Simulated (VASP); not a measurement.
# SiW2 (P6/mmm) in VASP: notebook, part 2 of 3

VASP 6.6.1. Earlier steps stand in the parts before.

## Step 4: Relaxation of cell and atoms, PBE

This run uses another cell than the first one, of 18.13 Å³/atom.

Input file INCAR:

```
ALGO     = Normal         # electronic algorithm
EDIFF    = 1E-7           # SCF threshold, eV
EDIFFG   = -0.04          # ionic threshold
ENCUT    = 600            # plane-wave cutoff, eV
GGA      = PE             # functional
IBRION   = 2              # ionic algorithm
ISIF     = 3              # what is computed and relaxed
ISMEAR   = 0              # smearing method
LASPH    = True           # aspherical terms in the spheres
LCHARG   = False          # write CHGCAR
LREAL    = False          # projectors in reciprocal space
LWAVE    = False          # write WAVECAR
NELM     = 100            # most SCF steps
NSW      = 90             # ionic steps
PREC     = Accurate       # precision mode
SIGMA    = 0.1            # smearing width, eV
```

Input file KPOINTS:

```
k-points
0
Gamma
  6 6 6
```

Input file POSCAR:

```
SiW2
1.0
    4.1237857800      0.0000000000      0.0000000000
   -2.0618928900      3.5713032400      0.0000000000
    0.0000000000      0.0000000000      3.6929041500
Si W
1 2
Direct
    0.0000000000      0.0000000000      0.0000000000
    0.3333333300      0.6666666700      0.5000000000
    0.6666666700      0.3333333300      0.5000000000
```

Potentials or basis: VASP PAW PBE potentials, release 64 (Si, W_sv).

The run is started by

```bash
$ cat potpaw_PBE.64/Si/POTCAR potpaw_PBE.64/W_sv/POTCAR > POTCAR
$ mpirun -np 1 vasp_std > vasp.out
```

OUTCAR:

```text
EDIFF = 1E-7
   EDIFFG = -0.04
   ENCUT = 600
   GGA = PE
   IBRION = 2
   ISIF = 3
   ISMEAR = 0
   LASPH = True
   LREAL = False
   NELM = 100
   NSW = 90
   PREC = Accurate

 ion  position               nearest neighbor table
   1  0.000  0.000  0.000-   2 3.01   3 3.01   2 3.01   3 3.01   2 3.01   2 3.01   3 3.01   3 3.01
                             3 3.01   3 3.01   2 3.01   2 3.01
   2  0.333  0.667  0.500-   3 2.38   3 2.38   3 2.38   1 3.01   1 3.01   1 3.01   1 3.01   1 3.01
                             1 3.01
   3  0.667  0.333  0.500-   2 2.38   2 2.38   2 2.38   1 3.01   1 3.01   1 3.01   1 3.01   1 3.01
                             1 3.01

  LATTYP: Found a hexagonal cell.
 ALAT       =     4.1237857800
 C/A-ratio  =     0.8955130909

  Lattice vectors:

 A1 = (   4.1237857800,   0.0000000000,   0.0000000000)
 A2 = (  -2.0618928900,   3.5713032400,   0.0000000000)
 A3 = (   0.0000000000,   0.0000000000,   3.6929041500)

Analysis of symmetry for initial positions (statically):
=====================================================================
 Subroutine PRICEL returns:
 Original cell was already a primitive cell.

 Routine SETGRP: Setting up the symmetry group for a
 hexagonal supercell.

 Subroutine GETGRP returns: Found 24 space group operations
 (whereof 24 operations were pure point group operations)
 out of a pool of 24 trial point group operations.

The static configuration has the point symmetry D_6h.

[... 267 lines left out ...]
  FREE ENERGIE OF THE ION-ELECTRON SYSTEM (eV)
  ---------------------------------------------------
  free  energy   TOTEN  =       -27.6458677155 eV

  energy  without entropy=      -27.6198630577  energy(sigma->0) =      -27.63286539

 E-fermi :   9.2451     XC(G=0): -12.0523

 val. band max:        9.2091940485   @ k =   0.1667   0.1667   0.5000
 cond. band min:       9.2760833723   @ k =   0.1667   0.1667   0.3333
 fundamental gap:      0.0668893238
 Fermi energy:         9.2451427041

 k-point     1 :       0.0000    0.0000    0.0000
  band No.  band energies     occupation
      1     -64.8211      2.00000
      2     -64.6769      2.00000
      3     -29.3459      2.00000
      4     -29.3459      2.00000
      5     -28.9800      2.00000
      6     -28.7891      2.00000
[... 541 lines left out ...]
     19      10.7069      0.00000
     20      13.5681      0.00000

 [... further k-points ...]

[... ionic steps 4 to 8 ...]

--------------------------------------- Ionic step        9  -------------------------------------------

 number of electron      31.9999998 magnetization

------------------------ aborting loop because EDIFF is reached ----------------------------------------
[... 69 lines left out ...]
--------------------------------------- Ionic step       11  -------------------------------------------

 number of electron      31.9999999 magnetization

 Free energy of the ion-electron system (eV)
  ---------------------------------------------------
  ext. energy  EPLUGINS =         0.00000000
  ---------------------------------------------------
  free energy    TOTEN  =       -29.10276756 eV

  energy without entropy =      -29.08863002  energy(sigma->0) =      -29.09569879

 E-fermi :  10.9651     XC(G=0): -12.6962

 val. band max:       10.9329416610   @ k =   0.0000   0.0000   0.5000
 cond. band min:      10.9903293332   @ k =   0.0000   0.0000   0.1667
 fundamental gap:      0.0573876721
 Fermi energy:        10.9650832151

 k-point     1 :       0.0000    0.0000    0.0000
  band No.  band energies     occupation
      1     -63.1109      2.00000
      2     -62.9641      2.00000
      3     -27.7216      2.00000
      4     -27.7216      2.00000
      5     -26.8746      2.00000
      6     -26.8746      2.00000
[... 573 lines left out ...]
  FREE ENERGIE OF THE ION-ELECTRON SYSTEM (eV)
  ---------------------------------------------------
  free  energy   TOTEN  =       -29.1027675595 eV

  energy  without entropy=      -29.0886300166  energy(sigma->0) =      -29.09569879

 reached required accuracy - stopping structural energy minimisation
```

CONTCAR:

```text
SiW2
   1.00000000000000
     4.5572603360073503    0.0000000000000000    0.0000000000000000
    -2.2786301680036751    3.9467032158715063    0.0000000000000000
     0.0000000000000000   -0.0000000000000000    2.6311506390508876
  Si              W
     1     2
Direct
     0.0000000000000000    0.0000000000000000    0.0000000000000000
     0.3333333300000021    0.6666666699999979    0.5000000000000000
     0.6666666699999979    0.3333333300000021    0.5000000000000000

  0.00000000E+00  0.00000000E+00  0.00000000E+00
  0.00000000E+00  0.00000000E+00  0.00000000E+00
  0.00000000E+00  0.00000000E+00  0.00000000E+00
```

Wall time 2.1 min (1 thread of Intel Xeon 6975P-C (Granite Rapids), shared host); peak memory 0.22 GiB.

What came out:

```
Free energy                           : -29.1028 eV
Relaxed volume                        : 15.77 Å³/atom
Relaxed cell                          : a = 4.557 Å, b = 4.557 Å, c = 2.631 Å, α = 90.00°, β = 90.00°, γ = 120.00°
Space group after relaxing (to 0.1 Å) : P6/mmm (No. 191)
Energy gained by relaxing             : 715.7 meV/atom
Ionic steps                           : 11
Pressure after relaxing               : 0.2 GPa
Band gap on the k mesh                : zero (bands 16 and 17 overlap by 1.98 eV)
```

Stress tensor (GPa, compression positive):
```
0.27 0.00 0.00
0.00 0.27 0.00
0.00 0.00 0.06
```

The path:
```tsv
step	energy change (eV)	largest force (eV/Å)	pressure (GPa)	volume (Å³)
1	0.0000	0.0000	6.01	54.39
2	-0.6782	0.0000	-21.50	59.22
3	-0.6902	0.0000	-18.12	58.45
4	-1.3116	0.0000	-17.99	55.27
5	-0.3156	0.0000	38.37	43.95
6	-1.5760	0.0000	-16.71	53.61
7	-2.0995	0.0000	-6.29	49.02
8	-2.1444	0.0000	-1.50	47.72
9	-2.1445	0.0000	-1.23	47.66
10	-2.1468	0.0000	-0.29	47.44
11	-2.1471	0.0000	0.20	47.32
```

Final structure:
```yaml
crystal:
  lattice:
    - [4.55726, 0.00000, 0.00000]
    - [-2.27863, 3.94670, 0.00000]
    - [0.00000, 0.00000, 2.63115]
  atoms:
    - { symbol: Si, position: [0.00000, 0.00000, 0.00000] }
    - { symbol: W, position: [0.33333, 0.66667, 0.50000] }
    - { symbol: W, position: [0.66667, 0.33333, 0.50000] }
```

Levels at points of the mesh, in eV from the Fermi level:
```
           k point  band 13  band 14  band 15  band 16  band 17  band 18  band 19  band 20
(0.00, 0.00, 0.00)    -3.63    -1.66    -1.66    -0.91     1.58     1.58     3.69     3.69
(0.50, 0.00, 0.00)    -3.72    -3.16    -2.01     0.84     1.20     1.51     2.01     3.91
(0.00, 0.00, 0.50)    -2.90    -2.90    -1.50    -1.50    -0.03    -0.03     1.33     4.80
(0.50, 0.00, 0.50)    -3.12    -2.07    -2.03    -0.29    -0.22     1.91     2.73     3.71
```

Caveat: a cell axis changed by over 15 % at a fixed basis, so the end point is rough; spin-orbit coupling is left out, which moves the levels of the heavy elements.

## Step 5: Single point, PBE

This run uses another cell than the first one, of 15.83 Å³/atom.

Input file INCAR:

```
SYSTEM = SiW2
PREC = Accurate
ENCUT = 520
EDIFF = 1E-6
ISMEAR = 0
SIGMA = 0.1
LREAL = .False.
LASPH = .True.
NELM = 100
ALGO = Fast
ISIF = 2
LWAVE = .False.
LCHARG = .True.
GGA = PE
LELF = .True.
LVHAR = .True.
NBANDS = 23
```

Input file KPOINTS:

```
Automatic mesh
0
Gamma
  12 12 18
  0 0 0
```

Input file POSCAR:

```
SiW2
1.0
    4.5527774746      0.0000000000      0.0000000000
   -2.2763887373      3.9428209508      0.0000000000
    0.0000000000      0.0000000000      2.6449460295
Si W
1 2
Direct
    0.0000000000      0.0000000000      0.0000000000
    0.3333333333      0.6666666667      0.5000000000
    0.6666666667      0.3333333333      0.5000000000
```

The run is started by

```bash
$ cat potpaw_PBE.64/Si/POTCAR potpaw_PBE.64/W_sv/POTCAR > POTCAR
$ mpirun -np 1 vasp_std > vasp.out
```

Wall time 71 s (1 thread of Intel Xeon 6975P-C (Granite Rapids), shared host); peak memory 0.3 GiB.

Results (log left out):

- Free energy: -28.9942 eV
- Pressure: 0.5 GPa
- Band gap on the k mesh: zero (bands 16 and 17 overlap by 2.28 eV)

Stress tensor (GPa, compression positive):
```
0.43 0.00 0.00
0.00 0.43 0.00
0.00 0.00 0.53
```

Levels at points of the mesh, in eV from the Fermi level:
| k point | band 12 | band 13 | band 14 | band 15 | band 16 | band 17 | band 18 | band 19 | band 20 | band 21 |
| --- | --- | --- | --- | --- | --- | --- | --- | --- | --- | --- |
| (0.00, 0.00, 0.00) | -5.08 | -3.58 | -1.66 | -1.66 | -0.89 | 1.48 | 1.48 | 3.51 | 3.51 | 3.61 |
| (0.50, 0.00, 0.00) | -4.54 | -3.68 | -3.13 | -2.02 | 0.85 | 1.09 | 1.40 | 2.02 | 3.14 | 3.95 |
| (0.00, 0.00, 0.50) | -4.65 | -2.90 | -2.90 | -1.53 | -1.53 | -0.07 | -0.07 | 1.33 | 4.72 | 5.12 |
| (0.50, 0.00, 0.50) | -3.92 | -3.15 | -2.11 | -2.07 | -0.25 | -0.23 | 1.91 | 2.71 | 3.68 | 3.86 |

Caveat: spin-orbit coupling is left out, which moves the levels of the heavy elements.

(Part 2 of 3 ends here.)
